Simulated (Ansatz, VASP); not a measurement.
## CdF2 in VASP and in Ansatz

Contents of POSCAR:

```
CdF2
1.0
    0.0000000000      2.6940000000      2.6940000000
    2.6940000000      0.0000000000      2.6940000000
    2.6940000000      2.6940000000      0.0000000000
Cd F
1 2
Direct
    0.0200915322      0.0200915322      0.0200915322
    0.2500000000      0.2500000000      0.2500000000
    0.7500000000      0.7500000000      0.7500000000
```

Contents of INCAR.step1:

```
SYSTEM = CdF2
PREC = Accurate
ENCUT = 520
ISMEAR = 0
SIGMA = 0.05
LREAL = .FALSE.
LASPH = .TRUE.
NELM = 80
NBANDS = 20
GGA = PE
ALGO = Normal
EDIFF = 1E-4
LWAVE = .TRUE.
LCHARG = .FALSE.
```

The input INCAR.step2:

```
SYSTEM = CdF2
PREC = Accurate
ENCUT = 520
EDIFF = 1E-6
ISMEAR = 0
SIGMA = 0.05
LREAL = .FALSE.
LASPH = .TRUE.
NELM = 80
ALGO = Normal
ISIF = 2
LWAVE = .FALSE.
LCHARG = .FALSE.
METAGGA = R2SCAN
LMIXTAU = .TRUE.
NBANDS = 20
ISTART = 1
```

Contents of KPOINTS:

```
Automatic mesh
0
G
  8 8 8
  0 0 0
```

Input for Ansatz:

```yaml
crystal:
  lattice:
    - [0.0, 2.694, 2.694]
    - [2.694, 0.0, 2.694]
    - [2.694, 2.694, 0.0]
  atoms:
    - { symbol: Cd, position: [0.0200915322, 0.0200915322, 0.0200915322] }
    - { symbol: F, position: [0.25, 0.25, 0.25] }
    - { symbol: F, position: [0.75, 0.75, 0.75] }
basis:
  ecutwfc: 500
kpoints:
  mp_grid: { grid: [8, 8, 8] }
hamiltonian:
  xc: r2scan
scf:
  occupations: { method: gaussian, width: 0.05 }
output:
  forces: true
  stress: true
  eigenvalues: true
```

Change from the starting cell: all Cd atoms moved +0.188 Å, as atom 1 along Cartesian [1 1 1].

Alike in both runs: task single point; functional r2SCAN; k mesh 8 × 8 × 8; occupations gaussian, width 0.05 eV; no spin polarisation.

```csv
,VASP,Ansatz
version,VASP 6.6.1,Ansatz 0.2.0
potentials or method,"VASP PAW PBE potentials, release 64 (Cd, F), cutoff 520 eV","scalar-relativistic, plane waves, PAW"
valence electrons in the cell,26,34
```

Ansatz gave:

| Property | Result |
| --- | --- |
| gap on the k mesh at the Fermi level (eV) | 3.83 |
| least direct gap on the mesh (eV) | 4.32 |
| pressure (GPa) | 2.1 |
| traceless stress, the component that is largest in VASP (GPa) | 1.35 |
| rms of the force components (eV/Å) | 0.497 |

Q: Estimate VASP's values.

A: gap on the k mesh at the Fermi level (eV): 3.78; least direct gap on the mesh (eV): 4.26; pressure (GPa): 3.2; traceless stress, the component that is largest in VASP (GPa): 1.47; rms of the force components (eV/Å): 0.552.

VASP's potentials were made for PBE, not for r2SCAN. Atom by atom the forces differ by 0.056 eV/Å (rms over components). VASP's potentials hold 26 valence electrons a cell and Ansatz's 34, so a difference there can come from the potentials and not from the codes.
